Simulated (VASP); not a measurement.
Here is a VASP 6.6.1 calculation.

POSCAR

```
GaP
1.0
    3.8540855109      0.0000000000      0.0000000000
    1.9270427554      3.3377359608      0.0000000000
    0.0000000000      0.0000000000     23.8006786583
Ga P
4 4
Direct
    0.0000000000      0.0000000000      0.2520936519
    0.6666666667      0.6666666667      0.3843103709
    0.3333333333      0.3333333333      0.5166871711
    1.0000000000      1.0000000000      0.6506982560
    1.0000000000      0.0000000000      0.3512561911
    0.6666666667      0.6666666667      0.4834729101
    0.3333333333      0.3333333333      0.6152772076
    1.0000000000      0.0000000000      0.7474515165
```

Contents of INCAR.step1:

```
SYSTEM = GaP
  PREC = Accurate
  ENCUT = 440
  ISMEAR = 1
  SIGMA = 0.1
  LREAL = .False.
  LASPH = .True.
  NELM = 120
  LDIPOL = .True.
  IDIPOL = 3
  DIPOL = 0.5 0.5 0.500
  NBANDS = 46
  GGA = PE
  ALGO = Normal
  EDIFF = 1E-5
  LWAVE = .True.
  LCHARG = .False.
  GGA_COMPAT = .False.
  NELMDL = -8
```

Contents of INCAR.step2:

```
SYSTEM = GaP
  PREC = Accurate
  ENCUT = 440
  EDIFF = 1E-6
  ISMEAR = 1
  SIGMA = 0.1
  LREAL = .False.
  LASPH = .True.
  NELM = 120
  ALGO = Normal
  ISIF = 2
  LWAVE = .False.
  LCHARG = .False.
  LDIPOL = .True.
  IDIPOL = 3
  DIPOL = 0.5 0.5 0.500
  METAGGA = R2SCAN
  LMIXTAU = .True.
  NBANDS = 46
  ISTART = 1
  GGA_COMPAT = .False.
```

Contents of KPOINTS:

```
regular mesh
0
Gamma
  4 4 1
  0 0 0
```

Potentials or basis: VASP PAW PBE potentials, release 64 (Ga_d, P).

Launch:

```sh
$ cat potpaw_PBE.64/Ga_d/POTCAR potpaw_PBE.64/P/POTCAR > POTCAR
$ cp INCAR.step1 INCAR
$ mpirun -np 1 vasp_std > vasp.out
$ cp INCAR.step2 INCAR
$ mpirun -np 1 vasp_std > vasp.out
```

(1) What does it give for the largest force?

(2) Estimate the band gap on the k mesh.

## Answers

(1) 0.585 eV/Å.

(2) zero (bands 36 and 37 overlap by 1.50 eV).

Caveat: the k points lie up to 0.47 Å⁻¹ apart, too coarse for converged energies and pressures of a metal; the PAW data sets were made with another functional, which shifts forces and pressure a little.
